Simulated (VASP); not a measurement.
**Cs: single point with BLYP**

Cs:

```
Cs
1.0
     5.45410    0.00000    0.00000
    -2.72705    4.72339    0.00000
     0.00000    0.00000    8.91888
Cs
2
Direct
  0.33333 0.66667 0.25000
  0.66667 0.33333 0.75000
```

This cell differs from its parent crystal: volume scaled by 0.92.

```
Program                : VASP 6.6.1
Task                   : single point
Functional             : BLYP
Potentials or basis    : VASP PAW PBE potentials, release 64 (Cs_sv)
Cutoff                 : 520 eV
k mesh                 : 8 × 8 × 4
Occupations            : fermi-dirac, width 0.1 eV
Spin                   : no spin polarisation
Dipole correction      : no
Further INCAR settings : ALGO = Normal; EDIFF = 1e-06; NBANDS = 16
```

- Pressure: 0.2 GPa
- Band gap on the k mesh: zero (band 9 reaches 1.46 eV, above the bottom of band 10 at -0.16 eV)

Levels at points of the mesh, in eV from the Fermi level:
```tsv
k point	band 7	band 8	band 9	band 10	band 11	band 12
(0.00, 0.00, 0.00)	-10.72	-10.72	-1.66	-0.09	0.93	2.24
(0.50, 0.00, 0.00)	-10.76	-10.74	-0.05	0.43	0.81	0.95
(0.00, 0.00, 0.50)	-10.73	-10.73	-1.04	-1.04	1.58	1.58
(0.50, 0.00, 0.50)	-10.76	-10.76	0.15	0.15	1.01	1.01
```

Run time: 3.1 min on 1 thread of Oxide Virtual Turin-like Processor, on a shared host, peak memory 0.33 GiB.

Caveat: the PAW data sets were made with another functional, which shifts forces and pressure a little; spin-orbit coupling is left out, which moves the levels of the heavy elements.
